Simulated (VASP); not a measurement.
# LaPd2 (Fm-3m) in VASP: single point with PBE

Aim: the single point of LaPd2 with PBE.

Program: VASP 6.6.1. These are calculated values, not measurements. Logs are shortened: lines on timing, memory, paths and dates and some standing lists are left out, and cuts for length are marked.

**1. The cell of the first run**

The structure is cubic, space group Fm-3m (No. 225). Conventional cell: a = 6.224 Å, b = 6.224 Å, c = 6.224 Å, α = 90.00°, β = 90.00°, γ = 90.00°. Within 3.6 Å of La (site symmetry m-3m) lie 8 Pd at 2.70 Å. Within 3.6 Å of Pd (site symmetry -43m) lie 4 La at 2.70 Å and 6 Pd at 3.11 Å.

**2. Single point, PBE**

File INCAR:

```
  PREC = Accurate
  ENCUT = 500
  EDIFF = 1E-6
  ISMEAR = -1
  SIGMA = 0.1
  LREAL = False
  LASPH = True
  NELM = 200
  ALGO = Normal
  ISIF = 2
  LWAVE = False
  LCHARG = True
  GGA = PE
  LELF = True
  LVHAR = True
  NBANDS = 22
  GGA_COMPAT = False
  LMAXMIX = 6
```

File KPOINTS:

```
Automatic mesh
0
Gamma
  9 9 9
```

File POSCAR:

```
LaPd2
1.0
    0.0000000000      3.1119570000      3.1119570000
    3.1119570000      0.0000000000      3.1119570000
    3.1119570000      3.1119570000      0.0000000000
La Pd
1 2
Direct
    0.0000000000      0.0000000000      0.0000000000
    0.2500000000      0.2500000000      0.2500000000
    0.7500000000      0.7500000000      0.7500000000
```

Potentials or basis: VASP PAW PBE potentials, release 64 (La, Pd).

Run with:

```sh
$ cat potpaw_PBE.64/La/POTCAR potpaw_PBE.64/Pd/POTCAR > POTCAR
$ mpirun -np 1 vasp_std > vasp.out
```

OUTCAR:

```text
PREC = Accurate
   ENCUT = 500
   EDIFF = 1E-6
   ISMEAR = -1
   LREAL = False
   LASPH = True
   NELM = 200
   ISIF = 2
   GGA = PE

 ion  position               nearest neighbor table
   1  0.000  0.000  0.000-   3 2.70   3 2.70   3 2.70   2 2.70   3 2.70   2 2.70   2 2.70   2 2.70

   2  0.250  0.250  0.250-   1 2.70   1 2.70   1 2.70   1 2.70   3 3.11   3 3.11   3 3.11   3 3.11
                             3 3.11   3 3.11
   3  0.750  0.750  0.750-   1 2.70   1 2.70   1 2.70   1 2.70   2 3.11   2 3.11   2 3.11   2 3.11
                             2 3.11   2 3.11

  LATTYP: Found a face centered cubic cell.
 ALAT       =     6.2239140000

  Lattice vectors:

 A1 = (   0.0000000000,   3.1119570000,   3.1119570000)
 A2 = (   3.1119570000,   0.0000000000,   3.1119570000)
 A3 = (   3.1119570000,   3.1119570000,   0.0000000000)

Analysis of symmetry for initial positions (statically):
=====================================================================
 Subroutine PRICEL returns:
 Original cell was already a primitive cell.

 Routine SETGRP: Setting up the symmetry group for a
 face centered cubic supercell.

 Subroutine GETGRP returns: Found 48 space group operations
 (whereof 48 operations were pure point group operations)
 out of a pool of 48 trial point group operations.

The static configuration has the point symmetry O_h .

Analysis of symmetry for dynamics (positions and initial velocities):
=====================================================================
 Subroutine PRICEL returns:
 Original cell was already a primitive cell.

 Routine SETGRP: Setting up the symmetry group for a
 face centered cubic supercell.

 Subroutine GETGRP returns: Found 48 space group operations
 (whereof 48 operations were pure point group operations)
 out of a pool of 48 trial point group operations.

The dynamic configuration has the point symmetry O_h .

 Subroutine INISYM returns: Found 48 space group operations
 (whereof 48 operations are pure point group operations),
 and found     1 'primitive' translations

----------------------------------------------------------------------------------------

                                     Primitive cell

  volume of cell :      60.2741

  direct lattice vectors                    reciprocal lattice vectors
     0.000000000  3.111957000  3.111957000    -0.160670601  0.160670601  0.160670601
     3.111957000  0.000000000  3.111957000     0.160670601 -0.160670601  0.160670601
     3.111957000  3.111957000  0.000000000     0.160670601  0.160670601 -0.160670601

  length of vectors
     4.400971795  4.400971795  4.400971795     0.278289643  0.278289643  0.278289643

  position of ions in fractional coordinates (direct lattice)
     0.000000000  0.000000000  0.000000000
     0.250000000  0.250000000  0.250000000
     0.750000000  0.750000000  0.750000000

  ion indices of the primitive-cell ions
   primitive index   ion index
                 1           1
                 2           2
                 3           3

----------------------------------------------------------------------------------------

 KPOINTS: Automatic mesh

Automatic generation of k-mesh.
 Grid dimensions read from file:
 generate k-points for:    9    9    9

 Generating k-lattice:

  Cartesian coordinates                     Fractional coordinates (reciprocal lattice)
    -0.017852289  0.017852289  0.017852289     0.111111111  0.000000000  0.000000000
     0.017852289 -0.017852289  0.017852289     0.000000000  0.111111111  0.000000000
     0.017852289  0.017852289 -0.017852289     0.000000000  0.000000000  0.111111111

  Length of vectors
     0.030921071  0.030921071  0.030921071

  Shift w.r.t. Gamma in fractional coordinates (k-lattice)
     0.000000000  0.000000000  0.000000000

 Subroutine IBZKPT returns following result:
 ===========================================

 Found     35 irreducible k-points:

 Following reciprocal coordinates:
            Coordinates               Weight
  0.000000  0.000000  0.000000      1.000000
  0.111111  0.000000  0.000000      8.000000
  0.222222  0.000000  0.000000      8.000000
  0.333333  0.000000  0.000000      8.000000
  0.444444  0.000000  0.000000      8.000000
  0.111111  0.111111  0.000000      6.000000
[... 16 lines left out ...]
 -0.333333  0.333333  0.000000     12.000000
  0.444444  0.444444  0.000000      6.000000
 [... further k-points ...]
   k-points           NKPTS =     35   k-points in BZ     NKDIM =     35   number of bands    NBANDS=     22
   number of dos      NEDOS =    301   number of ions     NIONS =      3
   total plane-waves  NPLWV =  32768
   dimension x,y,z NGX =    32 NGY =   32 NGZ =   32
   dimension x,y,z NGXF=    64 NGYF=   64 NGZF=   64
   ions per type =               1   2
   NGX,Y,Z   is equivalent  to a cutoff of  12.09, 12.09, 12.09 a.u.
   NGXF,Y,Z  is equivalent  to a cutoff of  24.18, 24.18, 24.18 a.u.
 SYSTEM =  unknown system
   PREC   = accura    normal or accurate (medium, high low for compatibility)
   ISTART =      0    job   : 0-new  1-cont  2-samecut
   ICHARG =      2    charge: 1-file 2-atom 10-const
   ISPIN  =      1    spin polarized calculation?
   LNONCOLLINEAR =      F non collinear calculations
   LSORBIT =      F    spin-orbit coupling
   LASPH  =      T    aspherical Exc in radial PAW
   ENCUT  =  500.0 eV  36.75 Ry    6.06 a.u.   8.02  8.02  8.02*2*pi/ulx,y,z
   NELM   =    200;   NELMIN=  2; NELMDL= -5     # of ELM steps
   EDIFF  = 0.1E-05   stopping-criterion for ELM
   LREAL  =      F    real-space projection
   EDIFFG = 0.1E-04   stopping-criterion for IOM
   NSW    =      0    number of steps for IOM
   IBRION =     -1    ionic relax: 0-MD 1-quasi-New 2-CG
   NFREE  =      0    steps in history (QN), initial steepest desc. (CG)
   ISIF   =      2    stress and relaxation
   ISYM   =      2    0-nonsym 1-usesym 2-fastsym
   POTIM  = 0.5000    time-step for ionic-motion
   TEBEG  =    0.0;   TEEND  =   0.0 temperature during run
   PSTRESS=    0.0 pullay stress
   NELECT =      31.0000    total number of electrons
   NUPDOWN=      -1.0000    fix difference up-down
   EMIN   =  10.00;   EMAX   =-10.00  energy-range for DOS
   EFERMI =   0.00;   METHOD = LEGACY
   ISMEAR =    -1;   SIGMA  =   0.10  broadening in eV -4-tet -1-fermi 0-gaus
   EFERMI_NEDOS =   21; number of points for ismear=-14 and -15
   IALGO  =     38    algorithm
   IMIX   =      4    mixing-type and parameters
     AMIX     =   0.40;   BMIX     =  1.00
     AMIX_MAG =   1.60;   BMIX_MAG =  1.00
  volume/ion in A,a.u.               =      20.09       135.58
  Fermi-wavevector in a.u.,A,eV,Ry     =   1.311652  2.478662 23.407868  1.720430
  Thomas-Fermi vector in A             =   2.442098
   LORBIT       =      0    0 simple, 1 ext, 2 COOP (PROOUT), +10 PAW based schemes
   GGA     = PE    functional components
   LHFCALC =     F    Hartree Fock is set to
   AEXX    =    0.0000 exact exchange contribution
   IVDW    =     0    specifies the selected vdW correction
   LEPSILON=     F    determine dielectric tensor
   LRPA    =     F    only Hartree local field effects (RPA)
 non-spin polarized calculation
  energy-cutoff  :      500.00
  volume of cell :       60.27
 maximum number of plane-waves:      1550
   NGX = 17   NGY = 17   NGZ = 17

 number of electron      30.9999998 magnetization

 Free energy of the ion-electron system (eV)
  ---------------------------------------------------
  ext. energy  EPLUGINS =         0.00000000
  ---------------------------------------------------
  free energy    TOTEN  =       -15.02813759 eV

  energy without entropy =      -14.94718626  energy(sigma->0) =      -14.98766193

 E-fermi :  10.1998     XC(G=0): -11.5365

 val. band max:       10.1848185008   @ k =  -0.4444   0.2222   0.1111
 cond. band min:      10.2176429847   @ k =  -0.3333   0.2222   0.0000
 fundamental gap:      0.0328244839
 Fermi energy:        10.1997958201

 k-point     1 :       0.0000    0.0000    0.0000
  band No.  band energies     occupation
      1     -22.0504      2.00000
      2      -6.2170      2.00000
      3      -6.2170      2.00000
      4      -6.2170      2.00000
      5       4.5937      2.00000
      6       4.5937      2.00000
[... 14 lines left out ...]
     21      12.7899      0.00000
     22      12.7899      0.00000

 k-point     2 :       0.1111    0.0000    0.0000
  band No.  band energies     occupation
      1     -22.0453      2.00000
      2      -6.2493      2.00000
      3      -6.2140      2.00000
      4      -6.2140      2.00000
      5       4.6599      2.00000
      6       4.6599      2.00000
[... 14 lines left out ...]
     21      12.8165      0.00000
     22      12.8978      0.00000

 k-point     3 :       0.2222    0.0000    0.0000
  band No.  band energies     occupation
      1     -22.0322      2.00000
      2      -6.3273      2.00000
      3      -6.2064      2.00000
      4      -6.2064      2.00000
      5       4.8577      2.00000
      6       4.8577      2.00000
[... 14 lines left out ...]
     21      12.8790      0.00000
     22      13.1749      0.00000

 k-point     4 :       0.3333    0.0000    0.0000
  band No.  band energies     occupation
      1     -22.0174      2.00000
      2      -6.4102      2.00000
      3      -6.1978      2.00000
      4      -6.1978      2.00000
      5       5.1780      2.00000
      6       5.1780      2.00000
[... 14 lines left out ...]
     21      12.9347      0.00000
     22      13.1811      0.00000

 k-point     5 :       0.4444    0.0000    0.0000
  band No.  band energies     occupation
      1     -22.0077      2.00000
      2      -6.4612      2.00000
      3      -6.1922      2.00000
      4      -6.1922      2.00000
      5       5.5656      2.00000
      6       5.5656      2.00000
[... 417 lines left out ...]
 k-point    22 :      -0.4444    0.3333    0.0000
  band No.  band energies     occupation
      1     -21.9942      2.00000
      2      -6.4627      2.00000
      3      -6.2582      2.00000
      4      -6.1850      2.00000
      5       4.8898      2.00000
      6       5.1210      2.00000
[... 14 lines left out ...]
     21      13.2688      0.00000
     22      13.3695      0.00000

 k-point    23 :      -0.3333    0.3333    0.0000
  band No.  band energies     occupation
      1     -21.9956      2.00000
      2      -6.3889      2.00000
      3      -6.3266      2.00000
      4      -6.1859      2.00000
      5       4.9151      2.00000
      6       5.2221      2.00000
[... 14 lines left out ...]
     21      13.2031      0.00000
     22      13.3400      0.00000

 k-point    24 :       0.4444    0.4444    0.0000
  band No.  band energies     occupation
      1     -21.9938      2.00000
      2      -6.5344      2.00000
      3      -6.1848      2.00000
      4      -6.1848      2.00000
      5       4.8240      2.00000
      6       4.9396      2.00000
[... 14 lines left out ...]
     21      13.3558      0.00000
     22      13.3572      0.00000

 [... further k-points ...]

------------------------ aborting loop because EDIFF is reached ----------------------------------------

  FORCE on cell =-STRESS in cart. coord.  units (eV):
  Direction    XX          YY          ZZ          XY          YZ          ZX
  --------------------------------------------------------------------------------------
  -------------------------------------------------------------------------------------
  Total        9.7779517      9.7779517      9.7779517      0.0000000     -0.0000000      0.0000000
  in kB      259.9128261    259.9128261    259.9128261      0.0000000     -0.0000000      0.0000000
  external PRESSURE =     259.9128261 kB  Pullay stress =       0.0000000 kB

 VOLUME and BASIS-vectors are now :
 -----------------------------------------------------------------------------
  energy-cutoff  :      500.00
  volume of cell :       60.27
      direct lattice vectors                 reciprocal lattice vectors
     0.000000000  3.111957000  3.111957000    -0.160670601  0.160670601  0.160670601
     3.111957000  0.000000000  3.111957000     0.160670601 -0.160670601  0.160670601
     3.111957000  3.111957000  0.000000000     0.160670601  0.160670601 -0.160670601

 POSITION                                       TOTAL-FORCE (eV/Angst)
 -----------------------------------------------------------------------------------
      0.00000      0.00000      0.00000         0.000000      0.000000      0.000000
      1.55598      1.55598      1.55598        -0.000000      0.000000     -0.000000
      4.66794      4.66794      4.66794         0.000000     -0.000000      0.000000
 -----------------------------------------------------------------------------------
    total drift:                               -0.000000     -0.000000      0.000000

  FREE ENERGIE OF THE ION-ELECTRON SYSTEM (eV)
  ---------------------------------------------------
  free  energy   TOTEN  =       -15.0281375934 eV

  energy  without entropy=      -14.9471862638  energy(sigma->0) =      -14.98766193
```

Wall time 94 s (1 thread of Intel Xeon 8259CL, shared host); peak memory 0.21 GiB.

What came out:

| Property | Result |
| --- | --- |
| Free energy | -15.0281 eV |
| Pressure | 26.0 GPa |
| Band gap on the k mesh | zero (an odd number of electrons rules out a gap without spin polarisation) |

Levels at points of the mesh, in eV from the Fermi level:
```tsv
k point	band 11	band 12	band 13	band 14	band 15	band 16	band 17	band 18	band 19	band 20
(0.00, 0.00, 0.00)	-3.44	-3.44	-3.44	-2.27	-2.27	0.31	0.31	0.31	2.03	2.59
```

Caveat: the cell stands under pressure; spin-orbit coupling is left out, which moves the levels of the heavy elements.

The gap in the log of VASP goes by the Fermi energy; the results here count the filled bands.